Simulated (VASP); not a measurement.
Input of a VASP 6.6.1 run:

File POSCAR:

```
C
1.0
    1.6668978873      0.0000000000      0.0000000000
   -0.8334489436      1.4435759159      0.0000000000
    0.0000000000      0.0000000000     13.3533373829
C
4
Direct
    0.0000000000      0.0000000000      0.0000000000
    1.0000000000      1.0000000000      0.5000000000
    0.3333333333      0.6666666667      0.2500000000
    0.6666666667      0.3333333333      0.7500000000
```

File INCAR.step1:

```
PREC = Accurate
ENCUT = 520
ISMEAR = -1
SIGMA = 0.1
LREAL = False
LASPH = True
NELM = 80
NBANDS = 16
GGA = PE
ALGO = Normal
EDIFF = 1E-4
LWAVE = True
LCHARG = False
```

Contents of INCAR.step2:

```
PREC = Accurate
ENCUT = 520
EDIFF = 1E-7
ISMEAR = -1
SIGMA = 0.1
LREAL = False
LASPH = True
NELM = 80
ALGO = Normal
ISIF = 2
LWAVE = False
LCHARG = True
METAGGA = R2SCAN
LMIXTAU = True
LELF = True
LVHAR = True
NBANDS = 16
ISTART = 1
```

Contents of KPOINTS:

```
Automatic mesh
0
Gamma
  23 23 3
```

Potentials or basis: VASP PAW PBE potentials, release 64 (C).

The run is started by

```bash
$ cat potpaw_PBE.64/C/POTCAR > POTCAR
$ cp INCAR.step1 INCAR
$ mpirun -np 1 vasp_std > vasp.out
$ cp INCAR.step2 INCAR
$ mpirun -np 1 vasp_std > vasp.out
```

(1) Predict the pressure.

(2) Predict the band gap on the k mesh.

Results:

(1) 14.4 GPa.

(2) zero (band 8 reaches 7.60 eV, above the bottom of band 9 at 5.82 eV).

Caveat: the PAW data sets were made with another functional, which shifts forces and pressure a little.
